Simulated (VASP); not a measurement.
A run of VASP 6.6.1:

The input INCAR:

```
PREC = Accurate
ENCUT = 520
EDIFF = 1E-7
ISMEAR = 0
SIGMA = 0.018000000000000002
LREAL = False
LASPH = True
NELM = 80
ALGO = Normal
ISIF = 2
LWAVE = False
LCHARG = False
GGA = PE
NBANDS = 13
```

The input KPOINTS:

```
Automatic mesh
0
Gamma
  10 10 10
```

Contents of POSCAR:

```
Sn
1.0
   -1.8946518192      1.8946518192      1.8946518192
    1.8946518192     -1.8946518192      1.8946518192
    1.8946518192      1.8946518192     -1.8946518192
Sn
1
Direct
    0.0000000000      0.0000000000      0.0000000000
```

Potentials or basis: VASP PAW PBE potentials, release 64 (Sn_d).

Command:

```console
$ cat potpaw_PBE.64/Sn_d/POTCAR > POTCAR
$ mpirun -np 1 vasp_std > vasp.out
```

Hardware: 1 thread of Intel(R) Xeon(R) Platinum 8259CL CPU @ 2.50GHz (Skylake/Cascade Lake), on a shared host.

Problem. How long does it take, and how much memory?

Solution. It took 6.8 s on 1 thread of Intel(R) Xeon(R) Platinum 8259CL CPU @ 2.50GHz (Skylake/Cascade Lake), with other jobs on the host, peak memory 0.14 GiB. Counts: scf iterations 11, k points 47.
